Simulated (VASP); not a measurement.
Wanted: the native input for a VASP 6.6.1 run.

- Task: single point
- Functional: LDA
- Potentials or basis: VASP PAW LDA potentials, release 64 (Ge_d)
- Cutoff: 520 eV
- k mesh: 13 × 13 × 13
- Occupations: fermi-dirac, width 0.05 eV
- Spin: no spin polarisation
- Dipole correction: no
- Further INCAR settings: ALGO = Normal; EDIFF = 1e-06; NBANDS = 21

The structure of Ge lies in POSCAR:

```
Ge
1.0
    0.0000000000      2.3031445250      2.3031445250
    2.3031445250      0.0000000000      2.3031445250
    2.3031445250      2.3031445250      0.0000000000
Ge
2
Direct
   -0.1250000000     -0.1250000000     -0.1250000000
    0.1250000000      0.1250000000      0.1250000000
```

This cell differs from its parent crystal: volume scaled by 0.55.

The input as run:

INCAR

```
PREC = Accurate
ENCUT = 520
EDIFF = 1E-6
ISMEAR = -1
SIGMA = 0.05
LREAL = False
LASPH = True
NELM = 60
ALGO = Normal
ISIF = 2
LWAVE = False
LCHARG = False
GGA = CA
NBANDS = 21
```

KPOINTS

```
Automatic mesh
0
Gamma
  13 13 13
```

Potentials or basis: VASP PAW LDA potentials, release 64 (Ge_d).

Command:

```sh
$ cat potpaw_LDA.64/Ge_d/POTCAR > POTCAR
$ mpirun -np 1 vasp_std > vasp.out
```

Results of the run:

```
Pressure               : 170.3 GPa
Band gap on the k mesh : zero (band 14 reaches 13.33 eV, above the bottom of band 15 at 12.34 eV)
```

It took 38 s on 1 thread of Intel(R) Xeon(R) Platinum 8488C (Sapphire Rapids), with other jobs on the host, peak memory 0.15 GiB.
